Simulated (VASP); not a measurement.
TiO2:

```xyz
3
Lattice="0.0000 2.3968 2.3968 2.3369 0.0000 2.3968 2.3369 2.3968 0.0000" Properties=species:S:1:pos:R:3 pbc="T T T"
Ti    0.0000    0.0000    0.0000
O     1.1685    1.1984    1.1984
O     3.5054    3.5952    3.5952
```

This cell differs from its parent crystal: uniaxial x strain -2.5%.

Base run:

| Item | Value |
| --- | --- |
| Program | VASP 6.6.1 |
| Functional | r2SCAN |
| Potentials or basis | VASP PAW PBE potentials, release 64 (Ti_sv, O) |
| Cutoff | 520 eV |
| k mesh | 10 × 10 × 10 |
| Occupations | gaussian, width 0.01 eV |
| Spin | no spin polarisation |

Its results: band gap on the k mesh 1.29 eV (least direct gap 2.11 eV); pressure 9.2 GPa.

Problem. The run is repeated on the same cell with these changes: functional from r2SCAN to PBE; occupations from gaussian, width 0.01 eV to fermi-dirac, width 0.02 eV. What comes out?

Solution. Band gap on the k mesh 0.87 eV (least direct gap 1.69 eV); pressure 14.2 GPa.

Caveats: the cell stands under pressure; the PAW data sets were made with another functional, which shifts forces and pressure a little (at least some runs).

A k mesh can miss the band edges.
